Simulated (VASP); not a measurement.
RbBr, 2 atoms in the cell. The structure is orthorhombic, space group Amm2 (No. 38). Conventional cell: a = 4.126 Å, b = 5.835 Å, c = 5.835 Å, α = 90.00°, β = 90.00°, γ = 90.00°. Rb (site symmetry mm2) has 8 Br at 3.45 to 3.70 Å and 6 Rb at 4.13 Å within 4.5 Å. Br (site symmetry mm2) has 8 Rb at 3.45 to 3.70 Å and 6 Br at 4.13 Å within 4.5 Å.  This cell differs from its parent crystal: atom 1 (Rb) moved by (-0.150, +0.000) A along [1 1 0] and z.

| Item | Value |
| --- | --- |
| Program | VASP 6.6.1 |
| Task | single point |
| Functional | PBEsol |
| Potentials or basis | VASP PAW PBE potentials, release 64 (Rb_sv, Br) |
| Cutoff | 520 eV |
| k mesh | 6 × 6 × 6 |
| Occupations | gaussian, width 0.05 eV |
| Spin | no spin polarisation |
| Dipole correction | no |
| Further INCAR settings | ALGO = Normal; EDIFF = 1e-06; NBANDS = 15 |

Potentials or basis: VASP PAW PBE potentials, release 64 (Rb_sv, Br).

Command:

```bash
$ cat potpaw_PBE.64/Rb_sv/POTCAR potpaw_PBE.64/Br/POTCAR > POTCAR
$ mpirun -np 1 vasp_std > vasp.out
```

Hardware: 1 thread of Intel Xeon 8259CL, with other jobs on the host.

**Question.** How long does it take, and how much memory?

**Answer.** Wall time 40 s on 1 thread of Intel Xeon 8259CL, on a shared host, peak memory 0.21 GiB. Counts: scf iterations 11, k points 52.
